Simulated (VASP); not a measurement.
# C (C2/m) in VASP: single point with PBE

Aim: the single point of C with PBE.

Everything below comes from runs of VASP 6.6.1. Logs are shortened: lines on timing, memory, paths and dates and some standing lists are left out, and cuts for length are marked.

### Step 1. The cell of the first run

The structure is monoclinic, space group C2/m (No. 12). Conventional cell: a = 4.059 Å, b = 2.520 Å, c = 10.455 Å, α = 90.00°, β = 97.43°, γ = 90.00°. Within 1.9 Å of C (site symmetry m) lie 4 C at 1.45 to 1.54 Å. C (site symmetry m) has 4 C at 1.45 to 1.55 Å within 1.9 Å. Within 1.9 Å of C (site symmetry m) lie 4 C at 1.45 to 1.55 Å. C (site symmetry m) has 4 C at 1.45 to 1.57 Å within 1.9 Å. C (site symmetry m) has 4 C at 1.45 to 1.57 Å within 1.9 Å.

### Step 2. Single point, PBE (normal strain along x +0.0000, normal strain along y -0.0700)

INCAR reads:

```
  ALGO = Normal
  EDIFF = 1E-6
  ENCUT = 520
  GGA = PE
  ISIF = 2
  ISMEAR = 0
  LASPH = True
  LCHARG = False
  LREAL = False
  LWAVE = False
  NBANDS = 31
  NELM = 60
  PREC = Accurate
  SIGMA = 0.05
```

KPOINTS reads:

```
k-points
0
Gamma
  12 12 12
```

POSCAR reads:

```
C
1.0
    1.2597845300      0.6764233519     10.3670139469
   -1.2597845300      0.6764233519     10.3670139469
    0.0000000000     -1.3528467038     10.3670139469
C
10
Direct
    0.0248257000      0.0248257000      0.0248257000
    0.9751743000      0.9751743000      0.9751743000
    0.1086810650      0.1086810650      0.1086810650
    0.8913189350      0.8913189350      0.8913189350
    0.1583663742      0.1583663742      0.1583663742
    0.8416336258      0.8416336258      0.8416336258
    0.3748589682      0.3748589682      0.3748589682
    0.6251410318      0.6251410318      0.6251410318
    0.4253192967      0.4253192967      0.4253192967
    0.5746807033      0.5746807033      0.5746807033
```

Potentials or basis: VASP PAW PBE potentials, release 64 (C).

Started as:

```sh
$ cat potpaw_PBE.64/C/POTCAR > POTCAR
$ mpirun -np 1 vasp_std > vasp.out
```

OUTCAR:

```text
EDIFF = 1E-6
   ENCUT = 520
   GGA = PE
   ISIF = 2
   ISMEAR = 0
   LASPH = True
   LREAL = False
   NELM = 60
   PREC = Accurate

 ion  position               nearest neighbor table
   1  0.025  0.025  0.025-   7 1.45   7 1.52   7 1.52   2 1.54
   2  0.975  0.975  0.975-   8 1.45   8 1.52   8 1.52   1 1.54
   3  0.109  0.109  0.109-   9 1.45   9 1.52   9 1.52   5 1.55
   4  0.891  0.891  0.891-  10 1.45  10 1.52  10 1.52   6 1.55
   5  0.158  0.158  0.158-   6 1.45   6 1.52   6 1.52   3 1.55
   6  0.842  0.842  0.842-   5 1.45   5 1.52   5 1.52   4 1.55
   7  0.375  0.375  0.375-   1 1.45   1 1.52   1 1.52   9 1.57
   8  0.625  0.625  0.625-   2 1.45   2 1.52   2 1.52  10 1.57
   9  0.425  0.425  0.425-   3 1.45   3 1.52   3 1.52   7 1.57
  10  0.575  0.575  0.575-   4 1.45   4 1.52   4 1.52   8 1.57

  LATTYP: Found a base centered monoclinic cell.
 ALAT       =     4.0585401114
 B/A-ratio  =     0.6208067411
 C/A-ratio  =     2.5760276141
 COS(beta)  =    -0.1293981988

  Lattice vectors:

 A1 = (   1.2597845300,   2.0292700557,   0.0000000000)
 A2 = (  -1.2597845300,   2.0292700557,   0.0000000000)
 A3 = (   0.0000000000,  -1.3528467038,  10.3670139469)

Analysis of symmetry for initial positions (statically):
=====================================================================
 Subroutine PRICEL returns:
 Original cell was already a primitive cell.

 Routine SETGRP: Setting up the symmetry group for a
 base centered monoclinic supercell.

 Subroutine GETGRP returns: Found  4 space group operations
 (whereof  4 operations were pure point group operations)
 out of a pool of  4 trial point group operations.

The static configuration has the point symmetry C_2h.

Analysis of symmetry for dynamics (positions and initial velocities):
=====================================================================
 Subroutine PRICEL returns:
 Original cell was already a primitive cell.

 Routine SETGRP: Setting up the symmetry group for a
 base centered monoclinic supercell.

 Subroutine GETGRP returns: Found  4 space group operations
 (whereof  4 operations were pure point group operations)
 out of a pool of  4 trial point group operations.

The dynamic configuration has the point symmetry C_2h.

 Subroutine INISYM returns: Found  4 space group operations
 (whereof  4 operations are pure point group operations),
 and found     1 'primitive' translations

----------------------------------------------------------------------------------------

                                     Primitive cell

  volume of cell :      53.0054

  direct lattice vectors                    reciprocal lattice vectors
     1.259784530  0.676423352 10.367013947     0.396893269  0.246394017  0.032153264
    -1.259784530  0.676423352 10.367013947    -0.396893269  0.246394017  0.032153264
     0.000000000 -1.352846704 10.367013947     0.000000000 -0.492788033  0.032153264

  length of vectors
    10.465160476 10.465160476 10.454911400     0.468260729  0.468260729  0.493835882

  position of ions in fractional coordinates (direct lattice)
     0.024825700  0.024825700  0.024825700
     0.975174300  0.975174300  0.975174300
     0.108681065  0.108681065  0.108681065
     0.891318935  0.891318935  0.891318935
     0.158366374  0.158366374  0.158366374
     0.841633626  0.841633626  0.841633626
     0.374858968  0.374858968  0.374858968
     0.625141032  0.625141032  0.625141032
     0.425319297  0.425319297  0.425319297
     0.574680703  0.574680703  0.574680703

  ion indices of the primitive-cell ions
   primitive index   ion index
                 1           1
                 2           2
                 3           3
                 4           4
                 5           5
                 6           6
                 7           7
                 8           8
                 9           9
                10          10

----------------------------------------------------------------------------------------

 KPOINTS: k-points

Automatic generation of k-mesh.
 Grid dimensions read from file:
 generate k-points for:   12   12   12

 Generating k-lattice:

  Cartesian coordinates                     Fractional coordinates (reciprocal lattice)
     0.033074439  0.020532835  0.002679439     0.083333333  0.000000000  0.000000000
    -0.033074439  0.020532835  0.002679439     0.000000000  0.083333333  0.000000000
     0.000000000 -0.041065669  0.002679439     0.000000000  0.000000000  0.083333333

  Length of vectors
     0.039021727  0.039021727  0.041152990

  Shift w.r.t. Gamma in fractional coordinates (k-lattice)
     0.000000000  0.000000000  0.000000000

 Subroutine IBZKPT returns following result:
 ===========================================

 Found    476 irreducible k-points:

 Following reciprocal coordinates:
            Coordinates               Weight
  0.000000  0.000000  0.000000      1.000000
  0.083333  0.000000 -0.000000      4.000000
  0.166667  0.000000  0.000000      4.000000
  0.250000  0.000000 -0.000000      4.000000
  0.333333  0.000000 -0.000000      4.000000
  0.416667  0.000000 -0.000000      4.000000
[... 16 lines left out ...]
  0.500000  0.166667 -0.000000      4.000000
 -0.416667  0.166667  0.000000      4.000000
 [... further k-points ...]
   k-points           NKPTS =    476   k-points in BZ     NKDIM =    476   number of bands    NBANDS=     31
   number of dos      NEDOS =    301   number of ions     NIONS =     10
   total plane-waves  NPLWV = 512000
   dimension x,y,z NGX =    80 NGY =   80 NGZ =   80
   dimension x,y,z NGXF=   160 NGYF=  160 NGZF=  160
   ions per type =              10
   NGX,Y,Z   is equivalent  to a cutoff of  12.71, 12.71, 12.72 a.u.
   NGXF,Y,Z  is equivalent  to a cutoff of  25.42, 25.42, 25.44 a.u.
 SYSTEM =  unknown system
   PREC   = accura    normal or accurate (medium, high low for compatibility)
   ISTART =      0    job   : 0-new  1-cont  2-samecut
   ICHARG =      2    charge: 1-file 2-atom 10-const
   ISPIN  =      1    spin polarized calculation?
   LNONCOLLINEAR =      F non collinear calculations
   LSORBIT =      F    spin-orbit coupling
   LASPH  =      T    aspherical Exc in radial PAW
   ENCUT  =  520.0 eV  38.22 Ry    6.18 a.u.  19.46 19.46 19.44*2*pi/ulx,y,z
   NELM   =     60;   NELMIN=  2; NELMDL= -5     # of ELM steps
   EDIFF  = 0.1E-05   stopping-criterion for ELM
   LREAL  =      F    real-space projection
   EDIFFG = 0.1E-04   stopping-criterion for IOM
   NSW    =      0    number of steps for IOM
   IBRION =     -1    ionic relax: 0-MD 1-quasi-New 2-CG
   NFREE  =      0    steps in history (QN), initial steepest desc. (CG)
   ISIF   =      2    stress and relaxation
   ISYM   =      2    0-nonsym 1-usesym 2-fastsym
   POTIM  = 0.5000    time-step for ionic-motion
   TEBEG  =    0.0;   TEEND  =   0.0 temperature during run
   PSTRESS=    0.0 pullay stress
   NELECT =      40.0000    total number of electrons
   NUPDOWN=      -1.0000    fix difference up-down
   EMIN   =  10.00;   EMAX   =-10.00  energy-range for DOS
   EFERMI =   0.00;   METHOD = LEGACY
   ISMEAR =     0;   SIGMA  =   0.05  broadening in eV -4-tet -1-fermi 0-gaus
   EFERMI_NEDOS =   21; number of points for ismear=-14 and -15
   IALGO  =     38    algorithm
   IMIX   =      4    mixing-type and parameters
     AMIX     =   0.40;   BMIX     =  1.00
     AMIX_MAG =   1.60;   BMIX_MAG =  1.00
  volume/ion in A,a.u.               =       5.30        35.77
  Fermi-wavevector in a.u.,A,eV,Ry     =   1.490464  2.816569 30.225120  2.221484
  Thomas-Fermi vector in A             =   2.603243
   LORBIT       =      0    0 simple, 1 ext, 2 COOP (PROOUT), +10 PAW based schemes
   GGA     = PE    functional components
   LHFCALC =     F    Hartree Fock is set to
   AEXX    =    0.0000 exact exchange contribution
   IVDW    =     0    specifies the selected vdW correction
   LEPSILON=     F    determine dielectric tensor
   LRPA    =     F    only Hartree local field effects (RPA)
 non-spin polarized calculation
 Gauss-broadening in eV      SIGMA  =   0.05
  energy-cutoff  :      520.00
  volume of cell :       53.01
 maximum number of plane-waves:      1454
 NGX is ok and might be reduce to    80
   NGX = 39   NGY = 39   NGZ = 39

 number of electron      39.9999996 magnetization

 Free energy of the ion-electron system (eV)
  ---------------------------------------------------
  ext. energy  EPLUGINS =         0.00000000
  ---------------------------------------------------
  free energy    TOTEN  =       -89.64608587 eV

  energy without entropy =      -89.64608587  energy(sigma->0) =      -89.64608587

 E-fermi :  11.2863     XC(G=0): -13.5943

 val. band max:       11.0221906373   @ k =   0.0000   0.0000   0.0000
 cond. band min:      14.5385378727   @ k =   0.5000   0.5000  -0.0000
 fundamental gap:      3.5163472354
 Fermi energy:        11.2862657006

 k-point     1 :       0.0000    0.0000    0.0000
  band No.  band energies     occupation
      1     -11.7045      2.00000
      2     -10.6605      2.00000
      3     -10.5815      2.00000
      4      -7.5466      2.00000
      5      -7.5288      2.00000
      6      -1.5697      2.00000
[... 23 lines left out ...]
     30      19.2760      0.00000
     31      19.4681      0.00000

 k-point     2 :       0.0833    0.0000   -0.0000
  band No.  band energies     occupation
      1     -11.5260      2.00000
      2     -10.5156      2.00000
      3     -10.3731      2.00000
      4      -7.4743      2.00000
      5      -7.2669      2.00000
      6      -1.5512      2.00000
[... 23 lines left out ...]
     30      19.6605      0.00000
     31      20.0054      0.00000

 k-point     3 :       0.1667    0.0000    0.0000
  band No.  band energies     occupation
      1     -10.9921      2.00000
      2     -10.0404      2.00000
      3      -9.7921      2.00000
      4      -7.0752      2.00000
      5      -6.6690      2.00000
      6      -1.2351      2.00000
[... 703 lines left out ...]
     30      22.2191      0.00000
     31      22.6282      0.00000

 k-point    24 :      -0.4167    0.1667    0.0000
  band No.  band energies     occupation
      1      -5.5799      2.00000
      2      -5.1172      2.00000
      3      -4.7762      2.00000
      4      -3.7218      2.00000
      5      -3.5374      2.00000
      6      -2.7120      2.00000
[... 23 lines left out ...]
     30      22.5775      0.00000
     31      22.6491      0.00000

 [... further k-points ...]
[... 5 lines left out ...]
  --------------------------------------------------------------------------------------
  -------------------------------------------------------------------------------------
  Total        3.4283838     34.2668863      1.4458745      0.0000000     -0.5056530      0.0000000
  in kB      103.6287413   1035.7750122     43.7040195      0.0000000    -15.2842248      0.0000000
  external PRESSURE =     394.3692577 kB  Pullay stress =       0.0000000 kB

 VOLUME and BASIS-vectors are now :
 -----------------------------------------------------------------------------
  energy-cutoff  :      520.00
  volume of cell :       53.01
      direct lattice vectors                 reciprocal lattice vectors
     1.259784530  0.676423352 10.367013947     0.396893269  0.246394017  0.032153264
    -1.259784530  0.676423352 10.367013947    -0.396893269  0.246394017  0.032153264
     0.000000000 -1.352846704 10.367013947     0.000000000 -0.492788033  0.032153264

 POSITION                                       TOTAL-FORCE (eV/Angst)
 -----------------------------------------------------------------------------------
      0.00000      0.00000      0.77211         0.000000     -0.657288     -0.251928
      0.00000      0.00000     30.32894         0.000000      0.657288      0.251928
      0.00000      0.00000      3.38009         0.000000     -0.656265      0.248685
      0.00000      0.00000     27.72095         0.000000      0.656265     -0.248685
      0.00000      0.00000      4.92536         0.000000      0.689475     -0.307552
      0.00000      0.00000     26.17568         0.000000     -0.689475      0.307552
      0.00000      0.00000     11.65850         0.000000      0.721324      0.320683
      0.00000      0.00000     19.44254         0.000000     -0.721324     -0.320683
      0.00000      0.00000     13.22787         0.000000      0.723160     -0.323083
      0.00000      0.00000     17.87317         0.000000     -0.723160      0.323083
 -----------------------------------------------------------------------------------
    total drift:                               -0.000000     -0.000000      0.000000

  FREE ENERGIE OF THE ION-ELECTRON SYSTEM (eV)
  ---------------------------------------------------
  free  energy   TOTEN  =       -89.6460858750 eV

  energy  without entropy=      -89.6460858750  energy(sigma->0) =      -89.64608587
```

Wall time 1.5 h (1 thread of AMD EPYC 9R45 (Zen 5), shared host); peak memory 1.2 GiB.

Results:

```yaml
Free_energy: -89.6461 eV
Pressure: 39.4 GPa
Largest_force: 0.792 eV/Å
Band_gap_on_the_k_mesh: 3.52 eV (least direct gap 4.49 eV)
```

Forces in eV/Å, atoms in the order of the input:
```
C    0.000 -0.657 -0.252
C    0.000  0.657  0.252
C    0.000 -0.656  0.249
C    0.000  0.656 -0.249
C    0.000  0.689 -0.308
C    0.000 -0.689  0.308
C    0.000  0.721  0.321
C    0.000 -0.721 -0.321
C    0.000  0.723 -0.323
C    0.000 -0.723  0.323
```

Levels at points of the mesh, in eV from the valence-band top:
| k point | band 18 | band 19 | band 20 | band 21 | band 22 | band 23 |
| --- | --- | --- | --- | --- | --- | --- |
| (0.00, 0.00, 0.00) | -0.34 | -0.31 | 0.00 | 4.49 | 5.12 | 5.85 |
| (0.50, 0.00, 0.00) | -4.35 | -3.83 | -2.93 | 5.55 | 5.60 | 6.11 |
| (0.50, 0.50, 0.00) | -4.69 | -4.69 | -4.56 | 3.52 | 4.46 | 4.49 |
| (0.00, 0.00, 0.50) | -5.18 | -4.24 | -4.12 | 3.75 | 3.75 | 5.57 |
| (0.50, 0.00, 0.50) | -4.65 | -3.37 | -3.33 | 4.73 | 6.00 | 6.41 |
| (0.50, 0.50, 0.50) | -0.70 | -0.40 | -0.37 | 5.57 | 5.68 | 5.68 |

Caveat: the cell differs from its parent crystal (normal strain along x +0.0000, normal strain along y -0.0700); the stress differs along the axes, from 4 to 104 GPa.
